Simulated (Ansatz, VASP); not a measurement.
# Ta2N: VASP beside Ansatz

```
Ta N
1.0
     3.24665    0.00000    0.00000
    -1.62332    2.81168    0.00000
     0.00000    0.00000    4.50992
Ta N
2 1
Direct
  0.66667 0.33333 0.74637
  0.33333 0.66667 0.25363
  0.00000 0.00000 0.00000
```

Alike in both runs: task single point; functional PBEsol; k mesh 18 × 18 × 10; occupations gaussian, width 0.15 eV; no spin polarisation.

|  | VASP | Ansatz |
| --- | --- | --- |
| version | VASP 6.6.1 | Ansatz 0.2.0 |
| potentials or method | VASP PAW PBE potentials, release 64 (Ta_pv, N), cutoff 520 eV | scalar-relativistic, plane waves, PAW |
| valence electrons in the cell | 27 | 31 |

Ansatz gave:

```
gap on the k mesh at the Fermi level (eV)                     : none
pressure (GPa)                                                : -9.2
traceless stress, the component that is largest in VASP (GPa) : 19.58
rms of the force components (eV/Å)                            : 0.485
```

Task: What did VASP give for the same quantities?

Result: gap on the k mesh at the Fermi level (eV): none; pressure (GPa): -8.7; traceless stress, the component that is largest in VASP (GPa): 19.49; rms of the force components (eV/Å): 0.460.

VASP's potentials were made for PBE, not for PBEsol, and Ansatz warns of the same on its side. Atom by atom the forces differ by 0.025 eV/Å (rms over components). A gap of «none» marks a metal or a gap that the smearing closes. VASP's potentials hold 27 valence electrons a cell and Ansatz's 31, so a difference there can come from the potentials and not from the codes.

Neither program's run includes spin-orbit coupling.
